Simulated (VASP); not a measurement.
# CoSi2 (R-3m) in VASP: a series of runs

The runs below take CoSi2 through single point, with PBE.

Program: VASP 6.6.1. These are calculated values, not measurements. Logs are shortened: lines on timing, memory, paths and dates and some standing lists are left out, and cuts for length are marked.

### Step 1. The cell of the first run

The structure is trigonal, space group R-3m (No. 166). The conventional cell has a = 3.790 Å, b = 3.790 Å, c = 9.284 Å, α = 90.00°, β = 90.00°, γ = 120.00°. Within 3.0 Å of Co (site symmetry -3m) lie 8 Si at 2.24 to 2.62 Å. Si (site symmetry 3m) has 4 Co at 2.24 to 2.62 Å and 3 Si at 2.38 Å within 3.0 Å.

### Step 2. Single point, PBE (mode 4 (324.9 1/cm) frozen in, largest displacement -0.300 Å)

INCAR reads:

```
SYSTEM = CoSi2
ALGO = Normal
EDIFF = 1E-7
ENCUT = 520
GGA = PE
ISIF = 2
ISMEAR = 0
LASPH = .True.
LCHARG = .True.
LELF = .True.
LREAL = .False.
LVHAR = .True.
LWAVE = .False.
NBANDS = 16
NELM = 100
PREC = Accurate
SIGMA = 0.15
```

KPOINTS reads:

```
k-points
0
Gamma
  16 16 16
  0 0 0
```

POSCAR reads:

```
CoSi2
1.0
    0.0000000000      2.6799390597      2.6799390597
    2.6799390597      0.0000000000      2.6799390597
    2.6799390597      2.6799390597      0.0000000000
Co Si
1 2
Direct
    0.0000000000      0.0000000000      0.0000000000
    0.2823151155      0.2823151155      0.2823151155
    0.7176848845      0.7176848845      0.7176848845
```

Potentials or basis: VASP PAW PBE potentials, release 64 (Co, Si).

The run is started by

```
> cat potpaw_PBE.64/Co/POTCAR potpaw_PBE.64/Si/POTCAR > POTCAR
> mpirun -np 1 vasp_std > vasp.out
```

OUTCAR:

```text
SYSTEM = CoSi2
   EDIFF = 1E-7
   ENCUT = 520
   GGA = PE
   ISIF = 2
   ISMEAR = 0
   LASPH = .True.
   LREAL = .False.
   NELM = 100
   PREC = Accurate

 ion  position               nearest neighbor table
   1  0.000  0.000  0.000-   3 2.24   3 2.24   3 2.24   2 2.24   2 2.24   2 2.24   3 2.62   2 2.62

   2  0.282  0.282  0.282-   1 2.24   1 2.24   1 2.24   3 2.38   3 2.38   3 2.38   1 2.62   3 3.07
                             3 3.07   3 3.07
   3  0.718  0.718  0.718-   1 2.24   1 2.24   1 2.24   2 2.38   2 2.38   2 2.38   1 2.62   2 3.07
                             2 3.07   2 3.07

  LATTYP: Found a face centered cubic cell.
 ALAT       =     5.3598781194

  Lattice vectors:

 A1 = (   0.0000000000,   2.6799390597,   2.6799390597)
 A2 = (   2.6799390597,   0.0000000000,   2.6799390597)
 A3 = (   2.6799390597,   2.6799390597,   0.0000000000)

Analysis of symmetry for initial positions (statically):
=====================================================================
 Subroutine PRICEL returns:
 Original cell was already a primitive cell.

 Routine SETGRP: Setting up the symmetry group for a
 face centered cubic supercell.

 Subroutine GETGRP returns: Found 12 space group operations
 (whereof 12 operations were pure point group operations)
 out of a pool of 48 trial point group operations.

The static configuration has the point symmetry D_3d.

Analysis of symmetry for dynamics (positions and initial velocities):
=====================================================================
 Subroutine PRICEL returns:
 Original cell was already a primitive cell.

 Routine SETGRP: Setting up the symmetry group for a
 face centered cubic supercell.

 Subroutine GETGRP returns: Found 12 space group operations
 (whereof 12 operations were pure point group operations)
 out of a pool of 48 trial point group operations.

The dynamic configuration has the point symmetry D_3d.

 Subroutine INISYM returns: Found 12 space group operations
 (whereof 12 operations are pure point group operations),
 and found     1 'primitive' translations

----------------------------------------------------------------------------------------

                                     Primitive cell

  volume of cell :      38.4950

  direct lattice vectors                    reciprocal lattice vectors
     0.000000000  2.679939060  2.679939060    -0.186571407  0.186571407  0.186571407
     2.679939060  0.000000000  2.679939060     0.186571407 -0.186571407  0.186571407
     2.679939060  2.679939060  0.000000000     0.186571407  0.186571407 -0.186571407

  length of vectors
     3.790006165  3.790006165  3.790006165     0.323151155  0.323151155  0.323151155

  position of ions in fractional coordinates (direct lattice)
     0.000000000  0.000000000  0.000000000
     0.282315115  0.282315115  0.282315115
     0.717684885  0.717684885  0.717684885

  ion indices of the primitive-cell ions
   primitive index   ion index
                 1           1
                 2           2
                 3           3

----------------------------------------------------------------------------------------

 KPOINTS: k-points

Automatic generation of k-mesh.
 Grid dimensions read from file:
 generate k-points for:   16   16   16

 Generating k-lattice:

  Cartesian coordinates                     Fractional coordinates (reciprocal lattice)
    -0.011660713  0.011660713  0.011660713     0.062500000  0.000000000  0.000000000
     0.011660713 -0.011660713  0.011660713     0.000000000  0.062500000  0.000000000
     0.011660713  0.011660713 -0.011660713     0.000000000  0.000000000  0.062500000

  Length of vectors
     0.020196947  0.020196947  0.020196947

  Shift w.r.t. Gamma in fractional coordinates (k-lattice)
     0.000000000  0.000000000  0.000000000

 Subroutine IBZKPT returns following result:
 ===========================================

 Found    417 irreducible k-points:

 Following reciprocal coordinates:
            Coordinates               Weight
  0.000000  0.000000  0.000000      1.000000
  0.062500  0.000000  0.000000      6.000000
  0.062500  0.062500  0.062500      2.000000
  0.125000  0.000000  0.000000      6.000000
  0.125000  0.125000  0.125000      2.000000
  0.187500  0.000000  0.000000      6.000000
[... 16 lines left out ...]
  0.062500  0.062500 -0.125000      6.000000
  0.187500  0.125000  0.187500      6.000000
 [... further k-points ...]
   k-points           NKPTS =    417   k-points in BZ     NKDIM =    417   number of bands    NBANDS=     16
   number of dos      NEDOS =    301   number of ions     NIONS =      3
   total plane-waves  NPLWV =  21952
   dimension x,y,z NGX =    28 NGY =   28 NGZ =   28
   dimension x,y,z NGXF=    56 NGYF=   56 NGZF=   56
   ions per type =               1   2
   NGX,Y,Z   is equivalent  to a cutoff of  12.28, 12.28, 12.28 a.u.
   NGXF,Y,Z  is equivalent  to a cutoff of  24.56, 24.56, 24.56 a.u.
 SYSTEM =  CoSi2
   PREC   = accura    normal or accurate (medium, high low for compatibility)
   ISTART =      0    job   : 0-new  1-cont  2-samecut
   ICHARG =      2    charge: 1-file 2-atom 10-const
   ISPIN  =      1    spin polarized calculation?
   LNONCOLLINEAR =      F non collinear calculations
   LSORBIT =      F    spin-orbit coupling
   LASPH  =      T    aspherical Exc in radial PAW
   ENCUT  =  520.0 eV  38.22 Ry    6.18 a.u.   7.05  7.05  7.05*2*pi/ulx,y,z
   NELM   =    100;   NELMIN=  2; NELMDL= -5     # of ELM steps
   EDIFF  = 0.1E-06   stopping-criterion for ELM
   LREAL  =      F    real-space projection
   EDIFFG = 0.1E-05   stopping-criterion for IOM
   NSW    =      0    number of steps for IOM
   IBRION =     -1    ionic relax: 0-MD 1-quasi-New 2-CG
   NFREE  =      0    steps in history (QN), initial steepest desc. (CG)
   ISIF   =      2    stress and relaxation
   ISYM   =      2    0-nonsym 1-usesym 2-fastsym
   POTIM  = 0.5000    time-step for ionic-motion
   TEBEG  =    0.0;   TEEND  =   0.0 temperature during run
   PSTRESS=    0.0 pullay stress
   NELECT =      17.0000    total number of electrons
   NUPDOWN=      -1.0000    fix difference up-down
   EMIN   =  10.00;   EMAX   =-10.00  energy-range for DOS
   EFERMI =   0.00;   METHOD = LEGACY
   ISMEAR =     0;   SIGMA  =   0.15  broadening in eV -4-tet -1-fermi 0-gaus
   EFERMI_NEDOS =   21; number of points for ismear=-14 and -15
   IALGO  =     38    algorithm
   IMIX   =      4    mixing-type and parameters
     AMIX     =   0.40;   BMIX     =  1.00
     AMIX_MAG =   1.60;   BMIX_MAG =  1.00
  volume/ion in A,a.u.               =      12.83        86.59
  Fermi-wavevector in a.u.,A,eV,Ry     =   1.246684  2.355890 21.146444  1.554220
  Thomas-Fermi vector in A             =   2.380850
   LORBIT       =      0    0 simple, 1 ext, 2 COOP (PROOUT), +10 PAW based schemes
   GGA     = PE    functional components
   LHFCALC =     F    Hartree Fock is set to
   AEXX    =    0.0000 exact exchange contribution
   IVDW    =     0    specifies the selected vdW correction
   LEPSILON=     F    determine dielectric tensor
   LRPA    =     F    only Hartree local field effects (RPA)
 non-spin polarized calculation
 Gauss-broadening in eV      SIGMA  =   0.15
  energy-cutoff  :      520.00
  volume of cell :       38.50
 maximum number of plane-waves:      1056
   NGX = 15   NGY = 15   NGZ = 15

 number of electron      16.9999994 magnetization

 Free energy of the ion-electron system (eV)
  ---------------------------------------------------
  ext. energy  EPLUGINS =         0.00000000
  ---------------------------------------------------
  free energy    TOTEN  =       -18.50051988 eV

  energy without entropy =      -18.49058599  energy(sigma->0) =      -18.49555293

 E-fermi :  10.2534     XC(G=0): -11.6971

 val. band max:       10.2533628406   @ k =   0.1875   0.1250   0.3750
 cond. band min:      10.2653971120   @ k =  -0.4375   0.5000  -0.4375
 fundamental gap:      0.0120342714
 Fermi energy:        10.2534378365

 k-point     1 :       0.0000    0.0000    0.0000
  band No.  band energies     occupation
      1      -3.3070      2.00000
      2       5.4457      2.00000
      3       5.4457      2.00000
      4       6.7285      2.00000
      5       8.2612      2.00000
      6       8.2612      2.00000
[... 8 lines left out ...]
     15      16.7448      0.00000
     16      17.3677      0.00000

 k-point     2 :       0.0625    0.0000    0.0000
  band No.  band energies     occupation
      1      -3.2476      2.00000
      2       5.3241      2.00000
      3       5.4795      2.00000
      4       6.7268      2.00000
      5       8.2258      2.00000
      6       8.2392      2.00000
[... 8 lines left out ...]
     15      16.5411      0.00000
     16      16.9972      0.00000

 k-point     3 :       0.0625    0.0625    0.0625
  band No.  band energies     occupation
      1      -3.2556      2.00000
      2       5.4476      2.00000
      3       5.4476      2.00000
      4       6.5487      2.00000
      5       8.2605      2.00000
      6       8.2605      2.00000
[... 8 lines left out ...]
     15      16.6468      0.00000
     16      17.4219      0.00000

 k-point     4 :       0.1250    0.0000    0.0000
  band No.  band energies     occupation
      1      -3.0699      2.00000
      2       4.9703      2.00000
      3       5.5803      2.00000
      4       6.7239      2.00000
      5       8.1496      2.00000
      6       8.1775      2.00000
[... 8 lines left out ...]
     15      16.1531      0.00000
     16      16.8041      0.00000
[... 324 lines left out ...]
 k-point    22 :       0.1875    0.0625    0.0000
  band No.  band energies     occupation
      1      -2.8422      2.00000
      2       4.6337      2.00000
      3       5.6659      2.00000
      4       6.5969      2.00000
      5       7.9828      2.00000
      6       8.2383      2.00000
[... 8 lines left out ...]
     15      15.9508      0.00000
     16      17.4526      0.00000

 k-point    23 :       0.0625    0.0625   -0.1250
  band No.  band energies     occupation
      1      -2.8266      2.00000
      2       4.5471      2.00000
      3       5.6649      2.00000
      4       6.8606      2.00000
      5       7.9076      2.00000
      6       8.1948      2.00000
[... 8 lines left out ...]
     15      16.2720      0.00000
     16      16.5735      0.00000

 k-point    24 :       0.1875    0.1250    0.1875
  band No.  band energies     occupation
      1      -2.8943      2.00000
      2       5.3066      2.00000
      3       5.4227      2.00000
      4       5.7675      2.00000
      5       8.1408      2.00000
      6       8.3517      2.00000
[... 8 lines left out ...]
     15      17.1673      0.00000
     16      17.8825      0.00000

 [... further k-points ...]
[... 5 lines left out ...]
  --------------------------------------------------------------------------------------
  -------------------------------------------------------------------------------------
  Total        2.5762407      2.5762407      2.5762407     -2.3622185     -2.3622185     -2.3622185
  in kB      107.2240670    107.2240670    107.2240670    -98.3163830    -98.3163830    -98.3163830
  external PRESSURE =     107.2240670 kB  Pullay stress =       0.0000000 kB

 VOLUME and BASIS-vectors are now :
 -----------------------------------------------------------------------------
  energy-cutoff  :      520.00
  volume of cell :       38.50
      direct lattice vectors                 reciprocal lattice vectors
     0.000000000  2.679939060  2.679939060    -0.186571407  0.186571407  0.186571407
     2.679939060  0.000000000  2.679939060     0.186571407 -0.186571407  0.186571407
     2.679939060  2.679939060  0.000000000     0.186571407  0.186571407 -0.186571407

 POSITION                                       TOTAL-FORCE (eV/Angst)
 -----------------------------------------------------------------------------------
      0.00000      0.00000      0.00000         0.000000      0.000000     -0.000000
      1.51317      1.51317      1.51317        -1.381511     -1.381511     -1.381511
      3.84670      3.84670      3.84670         1.381511      1.381511      1.381511
 -----------------------------------------------------------------------------------
    total drift:                                0.000000     -0.000000      0.000000

  FREE ENERGIE OF THE ION-ELECTRON SYSTEM (eV)
  ---------------------------------------------------
  free  energy   TOTEN  =       -18.5005198808 eV

  energy  without entropy=      -18.4905859868  energy(sigma->0) =      -18.49555293
```

Wall time 4.6 min (1 thread of Intel Xeon Platinum 8259CL at 2.50GHz (Skylake/Cascade Lake), shared host); peak memory 0.36 GiB.

Results:

| Property | Result |
| --- | --- |
| Free energy | -18.5005 eV |
| Pressure | 10.7 GPa |
| Largest force | 2.393 eV/Å |

Forces in eV/Å, atoms in the order of the input:
```
Co   0.000  0.000  0.000
Si  -1.382 -1.382 -1.382
Si   1.382  1.382  1.382
```

Caveat: the cell differs from its parent crystal (mode 4 (324.9 1/cm) frozen in, largest displacement -0.300 Å); forces of over 1 eV/Å act on the atoms, so gaps and moduli don't describe the material at rest. Spin polarisation is off, so any magnetic state and its effect on volume and gap are missing.

### Step 3. Single point, PBE (mode 4 (324.9 1/cm) frozen in, largest displacement +0.225 Å)

INCAR reads:

```
PREC = Accurate
ENCUT = 520
EDIFF = 1E-7
ISMEAR = 0
SIGMA = 0.15
LREAL = F
LASPH = T
NELM = 80
ALGO = Normal
ISIF = 2
LWAVE = F
LCHARG = T
GGA = PE
LELF = T
LVHAR = T
NBANDS = 16
```

KPOINTS reads:

```
Automatic mesh
0
Gamma
  16 16 16
```

POSCAR reads:

```
CoSi2
1.0
    0.0000000000      2.6799390597      2.6799390597
    2.6799390597      0.0000000000      2.6799390597
    2.6799390597      2.6799390597      0.0000000000
Co Si
1 2
Direct
    0.0000000000      0.0000000000      0.0000000000
    0.2257636633      0.2257636633      0.2257636633
    0.7742363367      0.7742363367      0.7742363367
```

Potentials or basis: VASP PAW PBE potentials, release 64 (Co, Si).

The run is started by

```
> cat potpaw_PBE.64/Co/POTCAR potpaw_PBE.64/Si/POTCAR > POTCAR
> mpirun -np 1 vasp_std > vasp.out
```

Run time: 4.4 min. Hardware: 1 thread of Intel Xeon Platinum 8259CL at 2.50GHz (Skylake/Cascade Lake), shared host; peak memory 0.35 GiB.

Results (log left out):

```
Free energy   : -18.6463 eV
Pressure      : 8.8 GPa
Largest force : 3.260 eV/Å
```

Forces in eV/Å, atoms in the order of the input:
```
Co   0.000  0.000  0.000
Si   1.882  1.882  1.882
Si  -1.882 -1.882 -1.882
```

Stress tensor (GPa, compression positive):
```
 8.78 12.99 12.99
12.99  8.78 12.99
12.99 12.99  8.78
```

Levels at points of the mesh, in eV from the Fermi level:
```csv
k point,band 7,band 8,band 9,band 10,band 11,band 12
"(0.00, 0.00, 0.00)",0.59,1.96,3.04,3.04,3.33,3.33
"(0.50, 0.00, 0.00)",-1.46,-1.20,0.92,2.14,2.56,3.95
"(0.50, 0.50, 0.50)",-2.01,-1.48,-1.48,3.39,3.55,3.55
"(0.50, 0.50, 0.00)",-1.98,-1.61,-1.36,1.37,2.72,8.67
```

Caveat: the cell differs from its parent crystal (mode 4 (324.9 1/cm) frozen in, largest displacement +0.225 Å); forces of over 1 eV/Å act on the atoms, so gaps and moduli don't describe the material at rest. Spin polarisation is off, so any magnetic state and its effect on volume and gap are missing.

[end of part 1 of 2]
